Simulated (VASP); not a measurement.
# WAu (F-43m) in VASP: notebook, part 2 of 2

VASP 6.6.1. Earlier steps stand in the parts before.

**3. Relaxation of cell and atoms, r2SCAN, target pressure 10 GPa, at which the enthalpy is minimised**

POSCAR reads:

```
WAu
1.0
    0.0000000000      2.9092100000      2.9092100000
    2.9092100000      0.0000000000      2.9092100000
    2.9092100000      2.9092100000      0.0000000000
W Au
1 1
Direct
    0.0000000000      0.0000000000      0.0000000000
    0.7500000000      0.7500000000      0.7500000000
```

INCAR.step1 reads:

```
SYSTEM = WAu
  ALGO = Normal
  EDIFF = 1E-4
  ENCUT = 600
  GGA = PE
  ISMEAR = -1
  LASPH = .TRUE.
  LCHARG = .FALSE.
  LREAL = .FALSE.
  LWAVE = .TRUE.
  NELM = 100
  PREC = Accurate
  SIGMA = 0.05
```

INCAR.step2 reads:

```
SYSTEM = WAu
  ALGO = Normal
  EDIFF = 1E-6
  EDIFFG = -0.01
  ENCUT = 600
  IBRION = 2
  ISIF = 3
  ISMEAR = -1
  ISTART = 1
  LASPH = .TRUE.
  LCHARG = .FALSE.
  LMIXTAU = .TRUE.
  LREAL = .FALSE.
  LWAVE = .FALSE.
  METAGGA = R2SCAN
  NELM = 100
  NSW = 60
  PREC = Accurate
  PSTRESS = 100.0
  SIGMA = 0.05
```

KPOINTS reads:

```
k-points
0
G
  8 8 8
  0 0 0
```

Potentials or basis: VASP PAW PBE potentials, release 64 (W_sv, Au).

The run is started by

```sh
cat potpaw_PBE.64/W_sv/POTCAR potpaw_PBE.64/Au/POTCAR > POTCAR
cp INCAR.step1 INCAR
mpirun -np 1 vasp_std > vasp.out
cp INCAR.step2 INCAR
mpirun -np 1 vasp_std > vasp.out
```

OUTCAR:

```text
SYSTEM = WAu
   EDIFF = 1E-6
   EDIFFG = -0.01
   ENCUT = 600
   IBRION = 2
   ISIF = 3
   ISMEAR = -1
   ISTART = 1
   LASPH = .TRUE.
   LREAL = .FALSE.
   METAGGA = R2SCAN
   NELM = 100
   NSW = 60
   PREC = Accurate
   PSTRESS = 100.0

 ion  position               nearest neighbor table
   1  0.000  0.000  0.000-   2 2.52   2 2.52   2 2.52   2 2.52
   2  0.750  0.750  0.750-   1 2.52   1 2.52   1 2.52   1 2.52

  LATTYP: Found a face centered cubic cell.
 ALAT       =     5.8184200000

  Lattice vectors:

 A1 = (   0.0000000000,   2.9092100000,   2.9092100000)
 A2 = (   2.9092100000,   0.0000000000,   2.9092100000)
 A3 = (   2.9092100000,   2.9092100000,   0.0000000000)

Analysis of symmetry for initial positions (statically):
=====================================================================
 Subroutine PRICEL returns:
 Original cell was already a primitive cell.

 Routine SETGRP: Setting up the symmetry group for a
 face centered cubic supercell.

[... 170 lines left out ...]

  FORCE on cell =-STRESS in cart. coord.  units (eV):
  Direction    XX          YY          ZZ          XY          YZ          ZX
  --------------------------------------------------------------------------------------
  -------------------------------------------------------------------------------------
  Total       -0.8830791     -0.8830791     -0.8830791      0.0000000      0.0000000      0.0000000
  in kB      -28.7312795    -28.7312795    -28.7312795      0.0000000      0.0000000      0.0000000
  external PRESSURE =    -128.7312795 kB  Pullay stress =     100.0000000 kB
[... 139 lines left out ...]
--------------------------------------- Ionic step        5  -------------------------------------------

 number of electron      25.0000000 magnetization

 Free energy of the ion-electron system (eV)
  ---------------------------------------------------
  ext. energy  EPLUGINS =         0.00000000
  ---------------------------------------------------
  free energy    TOTEN  =       -97.82737931 eV

  energy without entropy =      -97.80996575  energy(sigma->0) =      -97.81867253

 E-fermi :   6.4213     XC(G=0): -11.8966

 val. band max:        6.3921237646   @ k =  -0.3750   0.2500   0.1250
 cond. band min:       6.4574676281   @ k =   0.3750   0.2500   0.0000
 fundamental gap:      0.0653438635
 Fermi energy:         6.4212972627

 k-point     1 :       0.0000    0.0000    0.0000
  band No.  band energies     occupation
      1     -69.7380      2.00000
      2     -33.3326      2.00000
      3     -33.3326      2.00000
      4     -33.3326      2.00000
      5      -1.9049      2.00000
      6      -0.0646      2.00000
[... 433 lines left out ...]
      3     -33.3356      2.00000
      4     -33.3303      2.00000
      5      -0.4855      2.00000
      6      -0.3017      2.00000
[... 8 lines left out ...]
     15       8.4805      0.00000
     16       8.6812      0.00000

 [... further k-points ...]

------------------------ aborting loop because EDIFF is reached ----------------------------------------

  FORCE on cell =-STRESS in cart. coord.  units (eV):
  Direction    XX          YY          ZZ          XY          YZ          ZX
  --------------------------------------------------------------------------------------
  -------------------------------------------------------------------------------------
  Total        2.8303433      2.8303433      2.8303433      0.0000000      0.0000000      0.0000000
  in kB      100.0247049    100.0247049    100.0247049      0.0000000      0.0000000      0.0000000
  external PRESSURE =       0.0247049 kB  Pullay stress =     100.0000000 kB
[... 21 lines left out ...]
  energy  without entropy=      -97.8099657516  energy(sigma->0) =      -97.81867253

  enthalpy is  TOTEN    =       -94.9977351115 eV   P V=        2.8296442013

 reached required accuracy - stopping structural energy minimisation
```

OSZICAR.step1:

```text
N       E                     dE             d eps       ncg     rms          rms(c)
DAV:   1     0.193747507097E+03    0.19375E+03   -0.14036E+04   928   0.172E+03
DAV:   2    -0.869627585794E+01   -0.20244E+03   -0.20048E+03  1144   0.415E+02
DAV:   3    -0.135866353160E+02   -0.48904E+01   -0.47411E+01  1136   0.605E+01
DAV:   4    -0.136493096426E+02   -0.62674E-01   -0.62596E-01  1072   0.737E+00
DAV:   5    -0.136506798871E+02   -0.13702E-02   -0.13702E-02  1128   0.987E-01    0.146E+01
DAV:   6    -0.124874321202E+02    0.11632E+01   -0.41815E+00   992   0.175E+01    0.596E+00
DAV:   7    -0.123699582081E+02    0.11747E+00   -0.11217E+00  1056   0.729E+00    0.187E+00
DAV:   8    -0.123303763118E+02    0.39582E-01   -0.13882E-01   968   0.334E+00    0.122E+00
DAV:   9    -0.123250191795E+02    0.53571E-02   -0.12893E-02  1104   0.104E+00    0.983E-02
DAV:  10    -0.123248104668E+02    0.20871E-03   -0.10302E-03  1024   0.289E-01    0.412E-02
DAV:  11    -0.123248303420E+02   -0.19875E-04   -0.41018E-05   552   0.590E-02
   1 F= -.12324830E+02 E0= -.12315113E+02  d E =-.194355E-01
```

Run time: 6.8 min. Hardware: 1 thread of Intel Xeon Platinum 8488C (Sapphire Rapids), shared host; peak memory 0.25 GiB.

What came out:

* Free energy: -97.8274 eV
* Relaxed volume: 22.67 Å³/atom
* Relaxed cell: a = 4.002 Å, b = 4.002 Å, c = 4.002 Å, α = 60.00°, β = 60.00°, γ = 60.00°
* Space group after relaxing (to 0.1 Å): F-43m (No. 216)
* Energy change on relaxing (the run minimises the enthalpy): +37.1 meV/atom
* Ionic steps: 5
* Pressure after relaxing: 10.0 GPa
* Band gap on the k mesh: zero (an odd number of electrons rules out a gap without spin polarisation)

The path:
```
step  energy change (eV)  largest force (eV/Å)  pressure (GPa)  volume (Å³)
   1              0.0000                0.0000           -2.87        49.24
   2              2.1466                0.0000           76.71        36.45
   3              0.0558                0.0000            8.73        45.65
   4              0.0691                0.0000            9.66        45.42
   5              0.0741                0.0000           10.00        45.34
```

Final structure:
```cif
data_structure
_symmetry_space_group_name_H-M 'P 1'
_symmetry_Int_Tables_number 1
_cell_length_a 4.0024
_cell_length_b 4.0024
_cell_length_c 4.0024
_cell_angle_alpha 60.000
_cell_angle_beta 60.000
_cell_angle_gamma 60.000
_cell_volume 45.34
loop_
_atom_site_label
_atom_site_type_symbol
_atom_site_fract_x
_atom_site_fract_y
_atom_site_fract_z
_atom_site_occupancy
W1 W 0.00000 0.00000 0.00000 1
Au1 Au 0.75000 0.75000 0.75000 1
```

Levels at points of the mesh, in eV from the Fermi level:
```csv
k point,band 11,band 12,band 13,band 14,band 15,band 16
"(0.00, 0.00, 0.00)",-0.86,-0.86,-0.86,1.90,1.90,9.41
"(0.50, 0.00, 0.00)",-2.07,-0.27,-0.27,1.65,1.65,2.43
"(0.50, 0.50, 0.00)",-3.05,0.46,1.52,1.73,1.73,3.36
```

Caveat: the cell is relaxed towards a set pressure, so the run minimises the enthalpy, not the energy; the PAW data sets were made with another functional, which shifts forces and pressure a little; spin-orbit coupling is left out, which moves the levels of the heavy elements.

**4. Single point, HSE06, non-collinear spin, zero start, spin-orbit coupling**

POSCAR is that of step 3.

INCAR.step1 reads:

```
SYSTEM = WAu
ALGO = Normal
EDIFF = 1E-5
ENCUT = 520
GGA = PE
GGA_COMPAT = .False.
ISIF = 2
ISMEAR = -1
LASPH = .True.
LCHARG = .False.
LMAXMIX = 4
LORBIT = 11
LORBMOM = .True.
LREAL = .False.
LSORBIT = .True.
LUSENCCL = .False.
LWAVE = .True.
MAGMOM = 0 0 0 0 0 0
NBANDS = 37
NELM = 150
PREC = Accurate
SIGMA = 0.05
```

INCAR.step2 reads:

```
SYSTEM = WAu
ALGO = Normal
EDIFF = 1E-6
ENCUT = 520
GGA = PE
GGA_COMPAT = .False.
HFSCREEN = 0.2079
ISIF = 2
ISMEAR = -1
ISTART = 1
LASPH = .True.
LCHARG = .False.
LHFCALC = .True.
LMAXMIX = 4
LORBIT = 11
LORBMOM = .True.
LREAL = .False.
LSORBIT = .True.
LUSENCCL = .False.
LWAVE = .False.
MAGMOM = 0 0 0 0 0 0
NBANDS = 37
NELM = 150
PREC = Accurate
PRECFOCK = Normal
SIGMA = 0.05
```

KPOINTS reads:

```
k-points
0
Gamma
  4 4 4
  0 0 0
```

The run is started by

```sh
cat potpaw_PBE.64/W_sv/POTCAR potpaw_PBE.64/Au/POTCAR > POTCAR
cp INCAR.step1 INCAR
mpirun -np 1 vasp_ncl > vasp.out
cp INCAR.step2 INCAR
mpirun -np 1 vasp_ncl > vasp.out
```

Wall time 18 min (1 × NVIDIA H100 80GB with 1 thread of Intel Xeon Platinum 8481C at 2.70GHz (Sapphire Rapids), shared host); peak memory 1.2 GiB.

Results (log left out):

```yaml
Free_energy: -14.9837 eV
Pressure: -3.1 GPa
Net_moment: 0.00 μB per cell
Valence_electrons_inside_the_program's_atomic_spheres: W 11.80; Au 10.02
```

Moments on the atoms (μB; x, y, z):
```
W   0.00 0.00 0.00
Au  0.00 0.00 0.00
```

Caveat: the k points lie up to 0.47 Å⁻¹ apart; the PAW data sets were made with another functional, which shifts forces and pressure a little.

**5. Relaxation of cell and atoms, B3LYP**

POSCAR is that of step 4.

INCAR.step1 reads:

```
ALGO = Normal ; EDIFF = 1E-5
EDIFFG = -0.005 ; ENCUT = 500
GGA = PE ; GGA_COMPAT = False
IBRION = 2 ; ISIF = 3
ISMEAR = -1 ; LASPH = True
LCHARG = False ; LREAL = False
LWAVE = True ; NBANDS = 20
NELM = 120 ; NELMIN = 4
NSW = 100 ; PREC = Accurate
SIGMA = 0.05
```

INCAR.step2 reads:

```
AEXX = 0.2 ; AGGAC = 0.81
AGGAX = 0.72 ; ALDAC = 0.19
ALGO = Normal ; EDIFF = 1E-7
EDIFFG = -0.01 ; ENCUT = 500
GGA = B3 ; GGA_COMPAT = False
IBRION = 2 ; ISIF = 3
ISMEAR = -1 ; ISTART = 1
LASPH = True ; LCHARG = False
LHFCALC = True ; LREAL = False
LWAVE = False ; NELM = 120
NELMIN = 4 ; NSW = 60
PREC = Accurate ; PRECFOCK = Normal
SIGMA = 0.05
```

KPOINTS reads:

```
k-points
0
Gamma
  4 4 4
```

The run is started by

```sh
cat potpaw_PBE.64/W_sv/POTCAR potpaw_PBE.64/Au/POTCAR > POTCAR
cp INCAR.step1 INCAR
mpirun -np 1 vasp_std > vasp.out
cp INCAR.step2 INCAR
mpirun -np 1 vasp_std > vasp.out
```

Run time: 64 min. Hardware: 1 thread of Intel Xeon Platinum 8488C (Sapphire Rapids), shared host; peak memory 0.2 GiB.

The run converged. Its results:

- Free energy: -12.9717 eV
- Relaxed volume: 25.07 Å³/atom
- Relaxed cell: a = 4.139 Å, b = 4.139 Å, c = 4.139 Å, α = 60.00°, β = 60.00°, γ = 60.00°
- Space group after relaxing (to 0.1 Å): F-43m (No. 216)
- Energy gained by relaxing: 3.1 meV/atom
- Ionic steps: 3
- Pressure after relaxing: 0.0 GPa
- Band gap on the k mesh: zero (an odd number of electrons rules out a gap without spin polarisation)

Step by step:
| step | energy change (eV) | largest force (eV/Å) | pressure (GPa) | volume (Å³) |
| --- | --- | --- | --- | --- |
| 1 | 0.0000 | 0.0000 | 2.30 | 49.24 |
| 2 | 0.0137 | 0.0000 | -3.70 | 51.80 |
| 3 | -0.0063 | 0.0000 | -0.03 | 50.14 |

Final structure:
```cif
data_structure
_symmetry_space_group_name_H-M 'P 1'
_symmetry_Int_Tables_number 1
_cell_length_a 4.1391
_cell_length_b 4.1391
_cell_length_c 4.1391
_cell_angle_alpha 60.000
_cell_angle_beta 60.000
_cell_angle_gamma 60.000
_cell_volume 50.14
loop_
_atom_site_label
_atom_site_type_symbol
_atom_site_fract_x
_atom_site_fract_y
_atom_site_fract_z
_atom_site_occupancy
W1 W 0.00000 0.00000 0.00000 1
Au1 Au 0.75000 0.75000 0.75000 1
```

Levels at points of the mesh, in eV from the Fermi level:
```csv
k point,band 10,band 11,band 12,band 13,band 14,band 15,band 16
"(0.00, 0.00, 0.00)",-6.78,-1.28,-1.28,-1.28,1.97,1.97,9.33
"(0.50, 0.00, 0.00)",-5.82,-2.20,-0.71,-0.71,1.81,1.81,2.52
"(0.50, 0.50, 0.00)",-4.73,-3.34,0.72,1.75,1.84,1.84,3.30
```

Caveat: the k points lie up to 0.46 Å⁻¹ apart in the final cell, too coarse for converged energies and pressures of a metal; the PAW data sets were made with another functional, which shifts forces and pressure a little; spin-orbit coupling is left out, which moves the levels of the heavy elements.

**6. Relaxation of cell and atoms, r2SCAN, target pressure 20 GPa, at which the enthalpy is minimised**

POSCAR is that of step 5.

INCAR.step1 reads:

```
ALGO = Normal
EDIFF = 1E-4
ENCUT = 600
GGA = PE
ISMEAR = -1
LASPH = T
LCHARG = F
LREAL = F
LWAVE = T
NELM = 100
PREC = Accurate
SIGMA = 0.05
```

INCAR.step2 reads:

```
ALGO = Normal
EDIFF = 1E-6
EDIFFG = -0.01
ENCUT = 600
IBRION = 2
ISIF = 3
ISMEAR = -1
ISTART = 1
LASPH = T
LCHARG = F
LMIXTAU = T
LREAL = F
LWAVE = F
METAGGA = R2SCAN
NELM = 100
NSW = 60
PREC = Accurate
PSTRESS = 200.0
SIGMA = 0.05
```

KPOINTS reads:

```
k-points
0
Gamma
  8 8 8
```

Potentials or basis: VASP PAW PBE potentials, release 64 (W_sv, Au).

The run is started by

```sh
cat potpaw_PBE.64/W_sv/POTCAR potpaw_PBE.64/Au/POTCAR > POTCAR
cp INCAR.step1 INCAR
mpirun -np 1 vasp_std > vasp.out
cp INCAR.step2 INCAR
mpirun -np 1 vasp_std > vasp.out
```

It took 4.2 min on 1 thread of Intel Xeon 6975P-C (Granite Rapids), shared host; peak memory 0.25 GiB.

Results (log left out):

```
Free energy                                                : -97.6317 eV
Relaxed volume                                             : 21.61 Å³/atom
Relaxed cell                                               : a = 3.939 Å, b = 3.939 Å, c = 3.939 Å, α = 60.00°, β = 60.00°, γ = 60.00°
Space group after relaxing (to 0.1 Å)                      : F-43m (No. 216)
Energy change on relaxing (the run minimises the enthalpy) : +134.9 meV/atom
Ionic steps                                                : 5
Pressure after relaxing                                    : 20.0 GPa
Band gap on the k mesh                                     : zero (an odd number of electrons rules out a gap without spin polarisation)
```

Step by step:
| step | energy change (eV) | largest force (eV/Å) | pressure (GPa) | volume (Å³) |
| --- | --- | --- | --- | --- |
| 1 | 0.0000 | 0.0000 | -2.87 | 49.24 |
| 2 | 9.9749 | 0.0000 | 259.71 | 28.20 |
| 3 | 0.1550 | 0.0000 | 14.66 | 44.28 |
| 4 | 0.2180 | 0.0000 | 17.73 | 43.66 |
| 5 | 0.2698 | 0.0000 | 20.03 | 43.22 |

Final structure:
```xyz
2
Lattice="0.0000 2.7853 2.7853 2.7853 0.0000 2.7853 2.7853 2.7853 0.0000" Properties=species:S:1:pos:R:3 pbc="T T T"
W     0.0000    0.0000    0.0000
Au    4.1779    4.1779    4.1779
```

Levels at points of the mesh, in eV from the Fermi level:
```
           k point  band 9  band 10  band 11  band 12  band 13  band 14  band 15  band 16
(0.00, 0.00, 0.00)   -6.49    -6.49    -0.89    -0.89    -0.89     2.08     2.08     9.66
(0.50, 0.00, 0.00)   -6.52    -5.73    -2.18    -0.26    -0.26     1.79     1.79     2.61
(0.50, 0.50, 0.00)   -5.84    -4.48    -3.18     0.46     1.59     1.89     1.89     3.65
```

Caveat: the cell is relaxed towards a set pressure, so the run minimises the enthalpy, not the energy; the PAW data sets were made with another functional, which shifts forces and pressure a little; spin-orbit coupling is left out, which moves the levels of the heavy elements.

**7. The runs side by side**

```tsv
task	level	spin	cell	k mesh	cutoff (eV)	grid for exact exchange (PRECFOCK)	share of exact exchange	screening parameter	gap on the mesh (eV)	pressure (GPa)
relaxation of cell and atoms	r2SCAN	off	relaxed to 5 GPa	8 × 8 × 8	600	-	-	-	none	5.0
relaxation of cell and atoms	r2SCAN	off	relaxed to 10 GPa	8 × 8 × 8	600	-	-	-	none	10.0
single point	HSE06	non-collinear, zero start, SOC	as given	4 × 4 × 4	520	Normal	0.25	0.2079 1/Å	-	-3.1
relaxation of cell and atoms	B3LYP	off	relaxed	4 × 4 × 4	500	Normal	0.2	-	none	0.0
relaxation of cell and atoms	r2SCAN	off	relaxed to 20 GPa	8 × 8 × 8	600	-	-	-	none	20.0
```

Alike in all rows: potentials or basis VASP PAW PBE potentials, release 64 (W_sv, Au); smearing fermi-dirac 0.05 eV.

Caveats: some runs use coarse meshes; the PAW data sets were made with another functional, which shifts forces and pressure a little; spin-orbit coupling is left out, which moves the levels of the heavy elements (at least some runs); the cell is relaxed towards a set pressure, so the run minimises the enthalpy, not the energy (at least some runs).

Absolute energies hang on the potentials; compare differences alone.
